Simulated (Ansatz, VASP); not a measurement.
**WC: VASP beside Ansatz**

```
W C
1.0
     0.00000    2.53885    2.53885
     2.53885    0.00000    2.53885
     2.53885    2.53885    0.00000
W C
1 1
Direct
  0.75000 0.75000 0.75000
  0.00000 0.00000 0.00000
```

Change from the starting cell: species swapped into the BeTe type (F-43m, No. 216).

Alike in both runs: task relaxation of cell and atoms; functional PBE; k mesh 7 × 7 × 7; occupations gaussian, width 0.2 eV; no spin polarisation.

```csv
,VASP,Ansatz
version,VASP 6.6.1,Ansatz 0.2.0
potentials or method,"VASP PAW PBE potentials, release 64 (W_sv, C), cutoff 600 eV","scalar-relativistic, plane waves, PAW"
valence electrons in the cell,18,18
```

```tsv
	VASP	Ansatz	Ansatz less VASP
gap on the k mesh at the Fermi level, each at its own relaxed structure (eV)	none	none	-
relaxed volume (Å³/atom)	12.99	12.99	0.000
relaxed cell length with the largest relative difference (Å)	3.325	3.325	0.0000
```

A gap of «none» marks a metal or a gap that the smearing closes.

Neither program's run includes spin-orbit coupling. Noted on VASP's run: the volume moved by over 15 % at a fixed basis, so the end points are rough.
